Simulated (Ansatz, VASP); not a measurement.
**Gd in VASP and in Ansatz**

```xyz
2
Lattice="3.4842 0.0000 0.0000 -1.7421 3.0174 0.0000 0.0000 0.0000 5.5867" Properties=species:S:1:pos:R:3 pbc="T T T"
Gd    0.0000    2.0116    1.3967
Gd    1.7421    1.0058    4.1900
```

Alike in both runs: task single point; functional LDA; k mesh 10 × 10 × 6; occupations fermi-dirac, width 0.05 eV; collinear spin.

```csv
,VASP,Ansatz
version,VASP 6.6.1,Ansatz 0.2.0
potentials or method,"VASP PAW PBE potentials, release 64 (Gd), cutoff 520 eV","plane waves (420 eV) with PAW, scalar-relativistic"
valence electrons in the cell,36,36
```

```tsv
	VASP	Ansatz	Ansatz less VASP
pressure (GPa)	-0.1	0.0	+0.07
net moment per atom (μB)	7.32	7.44	+0.118
size of the moment on the site where the two differ most (μB)	6.89	7.22	+0.333
```

The net moments are unlike, so the other rows may belong to different states. VASP's potentials were made for PBE, not for LDA, and Ansatz warns of the same on its side. LDA's correlation is that of Perdew and Zunger in VASP and of Perdew and Wang (1992) in Ansatz. Site moments also hang on the region over which each program counts them.

Neither program's run includes spin-orbit coupling.
